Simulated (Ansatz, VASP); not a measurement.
## AlN: VASP beside Ansatz

```
Al N
1.0
     0.00000    2.03452    2.03452
     2.03452    0.00000    2.03452
     2.03452    2.03452    0.00000
Al N
1 1
Direct
  0.50000 0.50000 0.50000
  0.00000 0.00000 0.00000
```

Alike in both runs: task relaxation of cell and atoms; functional LDA; k mesh 8 × 8 × 8; occupations gaussian, width 0.1 eV; no spin polarisation.

```csv
,VASP,Ansatz
version,VASP 6.6.1,Ansatz 0.2.0
potentials or method,"VASP PAW LDA potentials, release 64 (Al, N), cutoff 600 eV","scalar-relativistic, plane waves, PAW"
valence electrons in the cell,8,8
```

|  | VASP | Ansatz | Ansatz less VASP |
| --- | --- | --- | --- |
| gap on the k mesh at the Fermi level, each at its own relaxed structure (eV) | 4.67 | 4.72 | +0.045 |
| relaxed volume (Å³/atom) | 8.08 | 8.05 | -0.028 |
| relaxed cell length with the largest relative difference (Å) | 2.838 | 2.835 | -0.0032 |

Ansatz warns that its potentials were made for another functional, while VASP's fit it. LDA's correlation is that of Perdew and Zunger in VASP and of Perdew and Wang (1992) in Ansatz.
